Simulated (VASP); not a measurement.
# Nb (Fm-3m) in VASP: a series of runs

Aim: see how the results for Nb move with the level of theory and the settings. Levels: LDA, PBEsol. Tasks: single point.

All numbers are computed with VASP 6.6.1; they aren't measurements. Logs are shortened: lines on timing, memory, paths and dates and some standing lists are left out, and cuts for length are marked.

## 1. The cell of the first run

It takes space group Fm-3m (No. 225, cubic). The conventional cell has a = 4.144 Å, b = 4.144 Å, c = 4.144 Å, α = 90.00°, β = 90.00°, γ = 90.00°. Within 3.9 Å of Nb (site symmetry m-3m) lie 12 Nb at 2.93 Å.

## 2. Single point, LDA (volume scaled by 0.94)

Contents of INCAR:

```
SYSTEM = Nb
ALGO = Fast
EDIFF = 1E-6
ENCUT = 520
ISIF = 2
ISMEAR = -1
LASPH = .True.
LCHARG = .True.
LELF = .True.
LREAL = .False.
LVHAR = .True.
LWAVE = .False.
NBANDS = 12
NELM = 80
PREC = Accurate
SIGMA = 0.05
```

Contents of KPOINTS:

```
k-points
0
Gamma
  11 11 11
  0 0 0
```

Contents of POSCAR:

```
Nb
1.0
    0.0000000000      2.0718246199      2.0718246199
    2.0718246199      0.0000000000      2.0718246199
    2.0718246199      2.0718246199      0.0000000000
Nb
1
Direct
    0.0000000000      0.0000000000      0.0000000000
```

Potentials or basis: VASP PAW LDA potentials, release 64 (Nb_sv).

Command:

```bash
cat potpaw_LDA.64/Nb_sv/POTCAR > POTCAR
mpirun -np 1 vasp_std > vasp.out
```

OUTCAR:

```text
SYSTEM = Nb
   EDIFF = 1E-6
   ENCUT = 520
   ISIF = 2
   ISMEAR = -1
   LASPH = .True.
   LREAL = .False.
   NELM = 80
   PREC = Accurate

 ion  position               nearest neighbor table
   1  0.000  0.000  0.000-

  LATTYP: Found a face centered cubic cell.
 ALAT       =     4.1436492398

  Lattice vectors:

 A1 = (   0.0000000000,   2.0718246199,   2.0718246199)
 A2 = (   2.0718246199,   0.0000000000,   2.0718246199)
 A3 = (   2.0718246199,   2.0718246199,   0.0000000000)

Analysis of symmetry for initial positions (statically):
=====================================================================
 Subroutine PRICEL returns:
 Original cell was already a primitive cell.

 Routine SETGRP: Setting up the symmetry group for a
 face centered cubic supercell.

 Subroutine GETGRP returns: Found 48 space group operations
 (whereof 48 operations were pure point group operations)
 out of a pool of 48 trial point group operations.

The static configuration has the point symmetry O_h .

Analysis of symmetry for dynamics (positions and initial velocities):
=====================================================================
 Subroutine PRICEL returns:
 Original cell was already a primitive cell.

 Routine SETGRP: Setting up the symmetry group for a
 face centered cubic supercell.

 Subroutine GETGRP returns: Found 48 space group operations
 (whereof 48 operations were pure point group operations)
 out of a pool of 48 trial point group operations.

The dynamic configuration has the point symmetry O_h .

 Subroutine INISYM returns: Found 48 space group operations
 (whereof 48 operations are pure point group operations),
 and found     1 'primitive' translations

----------------------------------------------------------------------------------------

                                     Primitive cell

  volume of cell :      17.7864

  direct lattice vectors                    reciprocal lattice vectors
     0.000000000  2.071824620  2.071824620    -0.241333168  0.241333168  0.241333168
     2.071824620  0.000000000  2.071824620     0.241333168 -0.241333168  0.241333168
     2.071824620  2.071824620  0.000000000     0.241333168  0.241333168 -0.241333168

  length of vectors
     2.930002476  2.930002476  2.930002476     0.418001309  0.418001309  0.418001309

  position of ions in fractional coordinates (direct lattice)
     0.000000000  0.000000000  0.000000000

  ion indices of the primitive-cell ions
   primitive index   ion index
                 1           1

----------------------------------------------------------------------------------------

 KPOINTS: k-points

Automatic generation of k-mesh.
[... 80 lines left out ...]
   EFERMI =   0.00;   METHOD = LEGACY
   ISMEAR =    -1;   SIGMA  =   0.05  broadening in eV -4-tet -1-fermi 0-gaus
   EFERMI_NEDOS =   21; number of points for ismear=-14 and -15
   IALGO  =     68    algorithm
   IMIX   =      4    mixing-type and parameters
     AMIX     =   0.40;   BMIX     =  1.00
     AMIX_MAG =   1.60;   BMIX_MAG =  1.00
  volume/ion in A,a.u.               =      17.79       120.03
  Fermi-wavevector in a.u.,A,eV,Ry     =   1.474664  2.786710 29.587675  2.174633
  Thomas-Fermi vector in A             =   2.589407
   LORBIT       =      0    0 simple, 1 ext, 2 COOP (PROOUT), +10 PAW based schemes
   GGA     = CA    functional components
   LHFCALC =     F    Hartree Fock is set to
   AEXX    =    0.0000 exact exchange contribution
   IVDW    =     0    specifies the selected vdW correction
   LEPSILON=     F    determine dielectric tensor
   LRPA    =     F    only Hartree local field effects (RPA)
 non-spin polarized calculation
 RMM-DIIS sequential band-by-band and
  energy-cutoff  :      520.00
  volume of cell :       17.79
 maximum number of plane-waves:       531
 NGX is ok and might be reduce to    24
   NGX = 11   NGY = 11   NGZ = 11

 number of electron      13.0000000 magnetization

 Free energy of the ion-electron system (eV)
  ---------------------------------------------------
  ext. energy  EPLUGINS =         0.00000000
  ---------------------------------------------------
  free energy    TOTEN  =       -10.90149015 eV

  energy without entropy =      -10.88973182  energy(sigma->0) =      -10.89561098

 E-fermi :  11.5465     XC(G=0): -12.7807

 val. band max:       11.5038409479   @ k =  -0.3636   0.1818   0.0000
 cond. band min:      11.5497332416   @ k =  -0.3636   0.4545   0.1818
 fundamental gap:      0.0458922937
 Fermi energy:        11.5465263234

 k-point     1 :       0.0000    0.0000    0.0000
  band No.  band energies     occupation
      1     -42.8834      2.00000
      2     -18.3156      2.00000
      3     -18.3156      2.00000
      4     -18.3156      2.00000
      5       5.2139      2.00000
      6      11.5859      0.62550
      7      11.5859      0.62550
      8      11.5859      0.62550
      9      14.3644      0.00000
     10      14.3644      0.00000
     11      23.4624      0.00000
     12      28.4118      0.00000
[... 331 lines left out ...]
 k-point    24 :      -0.1818    0.1818    0.0000
  band No.  band energies     occupation
      1     -42.7207      2.00000
      2     -19.1197      2.00000
      3     -18.6506      2.00000
      4     -18.4068      2.00000
      5       7.9297      2.00000
      6      10.2193      2.00000
      7      11.5033      1.40714
      8      12.9155      0.00000
      9      12.9828      0.00000
     10      16.1788      0.00000
     11      25.3062      0.00000
     12      28.0086      0.00000

 [... further k-points ...]

------------------------ aborting loop because EDIFF is reached ----------------------------------------

  FORCE on cell =-STRESS in cart. coord.  units (eV):
  Direction    XX          YY          ZZ          XY          YZ          ZX
  --------------------------------------------------------------------------------------
  -------------------------------------------------------------------------------------
  Total       -0.1369866     -0.1369866     -0.1369866     -0.0000000     -0.0000000      0.0000000
  in kB      -12.3395636    -12.3395636    -12.3395636     -0.0000000     -0.0000000      0.0000000
  external PRESSURE =     -12.3395636 kB  Pullay stress =       0.0000000 kB

 VOLUME and BASIS-vectors are now :
 -----------------------------------------------------------------------------
  energy-cutoff  :      520.00
  volume of cell :       17.79
      direct lattice vectors                 reciprocal lattice vectors
     0.000000000  2.071824620  2.071824620    -0.241333168  0.241333168  0.241333168
     2.071824620  0.000000000  2.071824620     0.241333168 -0.241333168  0.241333168
     2.071824620  2.071824620  0.000000000     0.241333168  0.241333168 -0.241333168

 POSITION                                       TOTAL-FORCE (eV/Angst)
 -----------------------------------------------------------------------------------
      0.00000      0.00000      0.00000         0.000000      0.000000      0.000000
 -----------------------------------------------------------------------------------
    total drift:                               -0.000000     -0.000000     -0.000000

  FREE ENERGIE OF THE ION-ELECTRON SYSTEM (eV)
  ---------------------------------------------------
  free  energy   TOTEN  =       -10.9014901504 eV

  energy  without entropy=      -10.8897318151  energy(sigma->0) =      -10.89561098
```

OSZICAR:

```text
N       E                     dE             d eps       ncg     rms          rms(c)
DAV:   1     0.125386352772E+03    0.12539E+03   -0.71385E+03  1352   0.108E+03
DAV:   2    -0.565532361956E+01   -0.13104E+03   -0.12604E+03  1460   0.416E+02
DAV:   3    -0.110627338397E+02   -0.54074E+01   -0.51377E+01  2040   0.745E+01
[... 15 lines left out ...]
RMM:  19    -0.109014848574E+02   -0.35987E-05   -0.36770E-05  1374   0.236E-02    0.969E-03
RMM:  20    -0.109014873146E+02   -0.24572E-05   -0.24174E-05  1296   0.175E-02    0.119E-02
RMM:  21    -0.109014886899E+02   -0.13753E-05   -0.15396E-05  1272   0.149E-02    0.105E-02
RMM:  22    -0.109014894983E+02   -0.80842E-06   -0.10247E-05  1222   0.154E-02    0.796E-03
RMM:  23    -0.109014901504E+02   -0.65205E-06   -0.65920E-06  1174   0.125E-02
   1 F= -.10901490E+02 E0= -.10895611E+02  d E =-.117583E-01
```

Wall time 28 s (1 thread of Intel Xeon 8259CL, shared host); peak memory 0.13 GiB.

Results:

| Property | Result |
| --- | --- |
| Free energy | -10.9015 eV |
| Pressure | -1.2 GPa |

Levels at points of the mesh, in eV from the Fermi level:
```tsv
k point	band 4	band 5	band 6	band 7	band 8	band 9
(0.00, 0.00, 0.00)	-29.86	-6.33	0.04	0.04	0.04	2.82
```

Caveat: the cell differs from its parent crystal (volume scaled by 0.94).

## 3. Single point, LDA (volume scaled by 0.98)

Contents of INCAR:

```
SYSTEM = Nb
PREC = Accurate
ENCUT = 520
EDIFF = 1E-6
ISMEAR = -1
SIGMA = 0.05
LREAL = .FALSE.
LASPH = .TRUE.
NELM = 80
ALGO = Fast
ISIF = 2
LWAVE = .FALSE.
LCHARG = .FALSE.
GGA = CA
NBANDS = 12
```

Contents of KPOINTS:

```
Automatic mesh
0
G
  11 11 11
  0 0 0
```

Contents of POSCAR:

```
Nb
1.0
    0.0000000000      2.1008049414      2.1008049414
    2.1008049414      0.0000000000      2.1008049414
    2.1008049414      2.1008049414      0.0000000000
Nb
1
Direct
    0.0000000000      0.0000000000      0.0000000000
```

Potentials or basis: VASP PAW LDA potentials, release 64 (Nb_sv).

Command:

```bash
cat potpaw_LDA.64/Nb_sv/POTCAR > POTCAR
mpirun -np 1 vasp_std > vasp.out
```

Wall time 28 s (1 thread of Intel Xeon 8259CL, shared host); peak memory 0.13 GiB.

It converged, with:

- Free energy: -10.8796 eV
- Pressure: -8.1 GPa

Levels at points of the mesh, in eV from the Fermi level:
| k point | band 4 | band 5 | band 6 | band 7 | band 8 | band 9 |
| --- | --- | --- | --- | --- | --- | --- |
| (0.00, 0.00, 0.00) | -29.99 | -6.24 | 0.07 | 0.07 | 0.07 | 2.69 |

Caveat: the cell differs from its parent crystal (volume scaled by 0.98).

## 4. Single point, LDA (volume scaled by 1.02)

Contents of INCAR:

```
SYSTEM = Nb
ALGO = Fast
EDIFF = 1E-7
ENCUT = 520
ISIF = 2
ISMEAR = -1
LASPH = .TRUE.
LCHARG = .FALSE.
LREAL = .FALSE.
LWAVE = .FALSE.
NBANDS = 12
NELM = 80
PREC = Accurate
SIGMA = 0.05
```

Contents of KPOINTS:

```
k-points
0
G
  11 11 11
  0 0 0
```

Contents of POSCAR:

```
Nb
1.0
    0.0000000000      2.1290070307      2.1290070307
    2.1290070307      0.0000000000      2.1290070307
    2.1290070307      2.1290070307      0.0000000000
Nb
1
Direct
    0.0000000000      0.0000000000      0.0000000000
```

Command:

```bash
cat potpaw_LDA.64/Nb_sv/POTCAR > POTCAR
mpirun -np 1 vasp_std > vasp.out
```

It took 38 s on 1 thread of Intel Xeon 8259CL, shared host; peak memory 0.13 GiB.

It converged, with:

```
Free energy : -10.8278 eV
Pressure    : -13.8 GPa
```

Levels at points of the mesh, in eV from the Fermi level:
```csv
k point,band 2,band 3,band 4,band 5,band 6,band 7,band 8,band 9,band 10,band 11
"(0.00, 0.00, 0.00)",-30.11,-30.11,-30.11,-6.15,0.09,0.09,0.09,2.56,2.56,11.82
```

Caveat: the cell differs from its parent crystal (volume scaled by 1.02).

## 5. Single point, LDA (volume scaled by 1.04)

Contents of INCAR:

```
  ALGO = Normal
  EDIFF = 1E-7
  ENCUT = 520
  GGA = CA
  ISIF = 2
  ISMEAR = -1
  LASPH = True
  LCHARG = True
  LELF = True
  LREAL = False
  LVHAR = True
  LWAVE = False
  NBANDS = 12
  NELM = 60
  PREC = Accurate
  SIGMA = 0.05
```

Contents of KPOINTS:

```
k-points
0
Gamma
  11 11 11
```

Contents of POSCAR:

```
Nb
1.0
    0.0000000000      2.1428321391      2.1428321391
    2.1428321391      0.0000000000      2.1428321391
    2.1428321391      2.1428321391      0.0000000000
Nb
1
Direct
    0.0000000000      0.0000000000      0.0000000000
```

Command:

```bash
cat potpaw_LDA.64/Nb_sv/POTCAR > POTCAR
mpirun -np 1 vasp_std > vasp.out
```

It took 18 s on 1 thread of Intel Xeon 8259CL, shared host; peak memory 0.13 GiB.

It converged, with:

```
Free energy : -10.7925 eV
Pressure    : -16.2 GPa
```

Levels at points of the mesh, in eV from the Fermi level:
| k point | band 4 | band 5 | band 6 | band 7 | band 8 | band 9 |
| --- | --- | --- | --- | --- | --- | --- |
| (0.00, 0.00, 0.00) | -30.17 | -6.10 | 0.09 | 0.09 | 0.09 | 2.50 |

Caveat: the cell differs from its parent crystal (volume scaled by 1.04).

## 6. Single point, PBEsol

This run uses another cell than the first one, of 18.92 Å³/atom, 1.064 times its volume.

Contents of INCAR:

```
  PREC = Accurate
  ENCUT = 520
  EDIFF = 1E-6
  ISMEAR = -1
  SIGMA = 0.05
  LREAL = False
  LASPH = True
  NELM = 100
  ALGO = Normal
  ISIF = 2
  LWAVE = False
  LCHARG = False
  GGA = PS
  NBANDS = 12
```

Contents of KPOINTS:

```
regular mesh
0
Gamma
  13 13 13
```

Contents of POSCAR:

```
Nb
1.0
    0.0000000000      2.1150000000      2.1150000000
    2.1150000000      0.0000000000      2.1150000000
    2.1150000000      2.1150000000      0.0000000000
Nb
1
Direct
    0.0000000000      0.0000000000      0.0000000000
```

Potentials or basis: VASP PAW PBE potentials, release 64 (Nb_sv).

Command:

```bash
cat potpaw_PBE.64/Nb_sv/POTCAR > POTCAR
mpirun -np 1 vasp_std > vasp.out
```

Wall time 45 s (1 thread of AMD EPYC 7R13, shared host); peak memory 0.12 GiB.

The run converged. Its results:

```
Free energy : -10.5929 eV
Pressure    : -7.0 GPa
```

Levels at points of the mesh, in eV from the Fermi level:
| k point | band 2 | band 3 | band 4 | band 5 | band 6 | band 7 | band 8 | band 9 | band 10 | band 11 |
| --- | --- | --- | --- | --- | --- | --- | --- | --- | --- | --- |
| (0.00, 0.00, 0.00) | -30.10 | -30.10 | -30.10 | -6.20 | 0.14 | 0.14 | 0.14 | 2.70 | 2.70 | 11.85 |

Caveat: the PAW data sets were made with another functional, which shifts forces and pressure a little.

## 7. Overview

| level | potentials or basis | cell | k mesh | gap on the mesh (eV) | pressure (GPa) |
| --- | --- | --- | --- | --- | --- |
| LDA | VASP PAW LDA potentials, release 64 (Nb_sv) | a = 2.930 Å, angles 60.0°, 1 atom | 11 × 11 × 11 | none | -1.2 |
| LDA | VASP PAW LDA potentials, release 64 (Nb_sv) | a = 2.971 Å, angles 60.0°, 1 atom | 11 × 11 × 11 | none | -8.1 |
| LDA | VASP PAW LDA potentials, release 64 (Nb_sv) | a = 3.011 Å, angles 60.0°, 1 atom | 11 × 11 × 11 | none | -13.8 |
| LDA | VASP PAW LDA potentials, release 64 (Nb_sv) | a = 3.030 Å, angles 60.0°, 1 atom | 11 × 11 × 11 | none | -16.2 |
| PBEsol | VASP PAW PBE potentials, release 64 (Nb_sv) | a = 2.991 Å, angles 60.0°, 1 atom | 13 × 13 × 13 | none | -7.0 |

Alike in all rows: task single point; no spin polarisation; cutoff (eV) 520; smearing fermi-dirac 0.05 eV.

Caveats: the PAW data sets were made with another functional, which shifts forces and pressure a little (some runs).

Absolute energies hang on the potentials; compare differences alone.
